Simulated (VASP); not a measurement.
# K2IBr (R-3m) in VASP: single point with PBE

Aim: the single point of K2IBr with PBE.

Program: VASP 6.6.1. These are calculated values, not measurements. Logs are shortened: lines on timing, memory, paths and dates and some standing lists are left out, and cuts for length are marked.

### 1 The cell of the first run

Symmetry: R-3m, No. 166, trigonal system. Conventional cell: a = 4.837 Å, b = 4.837 Å, c = 23.760 Å, α = 90.00°, β = 90.00°, γ = 120.00°. Br (site symmetry -3m) has 6 K at 3.34 Å within 4.4 Å. Within 4.6 Å of I (site symmetry -3m) lie 6 K at 3.51 Å. K (site symmetry 3m) has 3 Br at 3.34 Å and 3 I at 3.51 Å within 4.4 Å.

### 2 Single point, PBE, non-collinear spin, zero start, spin-orbit coupling

INCAR

```
SYSTEM = K2IBr
PREC = Accurate
ENCUT = 500
EDIFF = 1E-6
ISMEAR = 0
SIGMA = 0.01
LREAL = .False.
LASPH = .True.
NELM = 200
ALGO = Normal
ISIF = 2
LWAVE = .False.
LCHARG = .False.
LNONCOLLINEAR = .True.
MAGMOM = 0 0 0 0 0 0 0 0 0 0 0 0
LORBIT = 11
LSORBIT = .True.
GGA_COMPAT = .False.
LORBMOM = .True.
GGA = PE
NBANDS = 46
```

KPOINTS

```
Automatic mesh
0
Gamma
  6 6 6
  0 0 0
```

POSCAR

```
K2IBr
1.0
    2.4182725831      1.3961903269      7.9198851278
   -2.4182725831      1.3961903269      7.9198851278
    0.0000000000     -2.7923806537      7.9198851278
Br I K
1 1 2
Direct
    1.0000000000      0.0000000000      0.0000000000
    0.5000000000      0.5000000000      0.5000000000
    0.2558970846      0.2558970846      0.2558970846
    0.7441029154      0.7441029154      0.7441029154
```

Potentials or basis: VASP PAW PBE potentials, release 64 (Br, I, K_sv).

Run with:

```
$ cat potpaw_PBE.64/Br/POTCAR potpaw_PBE.64/I/POTCAR potpaw_PBE.64/K_sv/POTCAR > POTCAR
$ mpirun -np 1 vasp_ncl > vasp.out
```

OUTCAR:

```text
SYSTEM = K2IBr
   PREC = Accurate
   ENCUT = 500
   EDIFF = 1E-6
   ISMEAR = 0
   LREAL = .False.
   LASPH = .True.
   NELM = 200
   ISIF = 2
   LNONCOLLINEAR = .True.
   LORBIT = 11
   LSORBIT = .True.
   GGA = PE

 ion  position               nearest neighbor table
   1  0.000  0.000  0.000-
   2  0.500  0.500  0.500-   3 3.51   3 3.51   4 3.51   4 3.51   3 3.51   4 3.51
   3  0.256  0.256  0.256-   2 3.51   2 3.51   2 3.51
   4  0.744  0.744  0.744-   2 3.51   2 3.51   2 3.51

  LATTYP: Found a trigonal (rhomboedric) cell.
 ALAT       =     8.3977360135
 COS(alpha) =     0.8341497756

  Lattice vectors:

 A1 = (   2.4182725831,   1.3961903269,   7.9198851278)
 A2 = (  -2.4182725831,   1.3961903269,   7.9198851278)
 A3 = (   0.0000000000,  -2.7923806537,   7.9198851278)

Analysis of symmetry for initial positions (statically):
=====================================================================
 Subroutine PRICEL returns:
 Original cell was already a primitive cell.

 Routine SETGRP: Setting up the symmetry group for a
 trigonal (rhombohedral) supercell.

 Subroutine GETGRP returns: Found 12 space group operations
 (whereof 12 operations were pure point group operations)
 out of a pool of 12 trial point group operations.

The static configuration has the point symmetry D_3d.

Analysis of symmetry for dynamics (positions and initial velocities):
=====================================================================
 Subroutine PRICEL returns:
 Original cell was already a primitive cell.

 Routine SETGRP: Setting up the symmetry group for a
 trigonal (rhombohedral) supercell.

 Subroutine GETGRP returns: Found 12 space group operations
 (whereof 12 operations were pure point group operations)
 out of a pool of 12 trial point group operations.

The dynamic configuration has the point symmetry D_3d.

Analysis of structural, dynamic, and magnetic symmetry:
=====================================================================
 Subroutine PRICEL returns:
 Original cell was already a primitive cell.

 Routine SETGRP: Setting up the symmetry group for a
 trigonal (rhombohedral) supercell.

 Subroutine GETGRP returns: Found 12 space group operations
 (whereof 12 operations were pure point group operations)
 out of a pool of 12 trial point group operations.

The overall configuration has the point symmetry D_3d.

 Subroutine INISYM returns: Found 12 space group operations
 (whereof 12 operations are pure point group operations),
 and found     1 'primitive' translations

----------------------------------------------------------------------------------------

                                     Primitive cell

  volume of cell :     160.4427

  direct lattice vectors                    reciprocal lattice vectors
     2.418272583  1.396190327  7.919885128     0.206759157  0.119372455  0.042088153
    -2.418272583  1.396190327  7.919885128    -0.206759157  0.119372455  0.042088153
     0.000000000 -2.792380654  7.919885128     0.000000000 -0.238744910  0.042088153

  length of vectors
     8.397736014  8.397736014  8.397736014     0.242426369  0.242426369  0.242426369

  position of ions in fractional coordinates (direct lattice)
     0.000000000  0.000000000  0.000000000
     0.500000000  0.500000000  0.500000000
     0.255897085  0.255897085  0.255897085
     0.744102915  0.744102915  0.744102915

  ion indices of the primitive-cell ions
   primitive index   ion index
                 1           1
                 2           2
                 3           3
                 4           4

----------------------------------------------------------------------------------------

 KPOINTS: Automatic mesh

Automatic generation of k-mesh.
 Grid dimensions read from file:
 generate k-points for:    6    6    6

 Generating k-lattice:

  Cartesian coordinates                     Fractional coordinates (reciprocal lattice)
     0.034459859  0.019895409  0.007014692     0.166666667 -0.000000000  0.000000000
    -0.034459859  0.019895409  0.007014692    -0.000000000  0.166666667  0.000000000
[... 111 lines left out ...]

 E-fermi :  -0.3623     XC(G=0):  -7.2584

 val. band max:       -0.4248619907   @ k =   0.0000   0.0000   0.0000
 cond. band min:       3.1021453333   @ k =   0.0000   0.0000   0.0000
 fundamental gap:      3.5270073239
 Fermi energy:        -0.3622957618

 k-point     1 :       0.0000    0.0000    0.0000
  band No.  band energies     occupation
      1     -29.2172      1.00000
      2     -29.2172      1.00000
      3     -29.2134      1.00000
      4     -29.2134      1.00000
      5     -13.7116      1.00000
      6     -13.7116      1.00000
[... 1117 lines left out ...]
     43       7.2655      0.00000
     44       7.2655      0.00000

 [... further k-points ...]

 [bands above 44 left out]

------------------------ aborting loop because EDIFF is reached ----------------------------------------

  FORCE on cell =-STRESS in cart. coord.  units (eV):
  Direction    XX          YY          ZZ          XY          YZ          ZX
  --------------------------------------------------------------------------------------
  -------------------------------------------------------------------------------------
  Total        0.5879963      0.5879963      0.6019263      0.0000000      0.0000000      0.0000000
  in kB        5.8717175      5.8717175      6.0108222      0.0000000      0.0000000      0.0000000
  external PRESSURE =       5.9180857 kB  Pullay stress =       0.0000000 kB

 VOLUME and BASIS-vectors are now :
 -----------------------------------------------------------------------------
  energy-cutoff  :      500.00
  volume of cell :      160.44
      direct lattice vectors                 reciprocal lattice vectors
     2.418272583  1.396190327  7.919885128     0.206759157  0.119372455  0.042088153
    -2.418272583  1.396190327  7.919885128    -0.206759157  0.119372455  0.042088153
     0.000000000 -2.792380654  7.919885128     0.000000000 -0.238744910  0.042088153

 POSITION                                       TOTAL-FORCE (eV/Angst)
 -----------------------------------------------------------------------------------
      0.00000      0.00000      0.00000         0.000000     -0.000000      0.000000
      0.00000      0.00000     11.87983        -0.000000     -0.000000      0.000000
      0.00000      0.00000      6.08003         0.000000     -0.000000     -0.007531
      0.00000      0.00000     17.67963         0.000000      0.000000      0.007531
 -----------------------------------------------------------------------------------
    total drift:                                0.000000      0.000000      0.000000

  FREE ENERGIE OF THE ION-ELECTRON SYSTEM (eV)
  ---------------------------------------------------
  free  energy   TOTEN  =       -11.9067376044 eV

  energy  without entropy=      -11.9067376044  energy(sigma->0) =      -11.90673760

 orbital moment (x)

 # of ion     p       d       tot
 ----------------------------------------
  1         0.000   0.000   0.000
  2        -0.000  -0.000  -0.000
  3         0.000   0.000   0.000
  4         0.000   0.000   0.000
 ----------------------------------------
            0.000   0.000   0.000

 orbital moment (y)

 # of ion     p       d       tot
 ----------------------------------------
  1         0.000   0.000   0.000
  2        -0.000   0.000  -0.000
  3        -0.000  -0.000  -0.000
  4         0.000  -0.000  -0.000
 ----------------------------------------
           -0.000  -0.000  -0.000

 orbital moment (z)

 # of ion     p       d       tot
 ----------------------------------------
  1         0.000   0.000   0.000
  2         0.000   0.000   0.000
  3         0.000  -0.000  -0.000
  4         0.000  -0.000  -0.000
 ----------------------------------------
            0.000  -0.000  -0.000

 Spin-Orbit-Coupling matrix elements

 Ion:    1  E_soc:     -0.0511542
 l=   1
     0.0000000    -0.0085350    -0.0085063
    -0.0085350     0.0000000    -0.0085350
    -0.0085063    -0.0085350     0.0000000
 l=   2
     0.0000000    -0.0000001     0.0000000    -0.0000001    -0.0000001
    -0.0000001     0.0000000    -0.0000002    -0.0000000    -0.0000001
     0.0000000    -0.0000002     0.0000000    -0.0000002     0.0000000
    -0.0000001    -0.0000000    -0.0000002     0.0000000    -0.0000001
    -0.0000001    -0.0000001     0.0000000    -0.0000001     0.0000000
 l=   3
     0.0000000     0.0000000     0.0000000     0.0000000     0.0000000     0.0000000     0.0000000
     0.0000000     0.0000000     0.0000000     0.0000000     0.0000000     0.0000000     0.0000000
     0.0000000     0.0000000     0.0000000     0.0000000     0.0000000     0.0000000     0.0000000
     0.0000000     0.0000000     0.0000000     0.0000000     0.0000000     0.0000000     0.0000000
[... 49 lines left out ...]
 l=   2
     0.0000000    -0.0000005     0.0000000    -0.0000005    -0.0000009
    -0.0000005     0.0000000    -0.0000007    -0.0000007    -0.0000005
     0.0000000    -0.0000007     0.0000000    -0.0000007     0.0000000
    -0.0000005    -0.0000007    -0.0000007     0.0000000    -0.0000005
    -0.0000009    -0.0000005     0.0000000    -0.0000005     0.0000000
 l=   3
     0.0000000     0.0000000     0.0000000     0.0000000     0.0000000     0.0000000     0.0000000
     0.0000000     0.0000000     0.0000000     0.0000000     0.0000000     0.0000000     0.0000000
     0.0000000     0.0000000     0.0000000     0.0000000     0.0000000     0.0000000     0.0000000
     0.0000000     0.0000000     0.0000000     0.0000000     0.0000000     0.0000000     0.0000000
     0.0000000     0.0000000     0.0000000     0.0000000     0.0000000     0.0000000     0.0000000
     0.0000000     0.0000000     0.0000000     0.0000000     0.0000000     0.0000000     0.0000000
     0.0000000     0.0000000     0.0000000     0.0000000     0.0000000     0.0000000     0.0000000

 total charge

# of ion       s       p       d       tot
------------------------------------------
    1        1.599   3.296   0.001   4.896
    2        1.492   2.860   0.001   4.353
    3        1.957   5.579   0.023   7.559
    4        1.957   5.579   0.023   7.559
--------------------------------------------------
tot          7.006  17.313   0.049  24.368

 magnetization (x)

# of ion       s       p       d       tot
------------------------------------------
    1        0.000   0.000   0.000   0.000
    2       -0.000   0.000   0.000   0.000
    3       -0.000   0.000   0.000  -0.000
    4       -0.000   0.000   0.000  -0.000
--------------------------------------------------
tot         -0.000   0.000   0.000  -0.000

 magnetization (y)

# of ion       s       p       d       tot
------------------------------------------
    1        0.000   0.000   0.000   0.000
    2        0.000  -0.000   0.000  -0.000
    3        0.000   0.000   0.000   0.000
    4        0.000   0.000   0.000   0.000
--------------------------------------------------
tot          0.000  -0.000   0.000  -0.000

 magnetization (z)

# of ion       s       p       d       tot
------------------------------------------
    1        0.000   0.000   0.000   0.000
    2        0.000   0.000   0.000   0.000
    3        0.000   0.000   0.000   0.000
    4        0.000   0.000   0.000   0.000
--------------------------------------------------
tot          0.000   0.000   0.000   0.000
```

It took 18 min on 1 thread of AMD EPYC 9R45 (Zen 5), shared host; peak memory 1.5 GiB.

Results:

* Free energy: -11.9067 eV
* Pressure: 0.6 GPa
* Largest force: 0.008 eV/Å
* Net moment: 0.00 μB per cell
* Valence electrons inside the program's atomic spheres: Br 4.90; I 4.35; K 7.56

Forces in eV/Å, atoms in the order of the input:
```
Br   0.000  0.000  0.000
I    0.000  0.000  0.000
K    0.000  0.000 -0.008
K    0.000  0.000  0.008
```

Moments on the atoms (μB; x, y, z):
```
Br  0.00 0.00 0.00
I   0.00 0.00 0.00
K   0.00 0.00 0.00
K   0.00 0.00 0.00
```
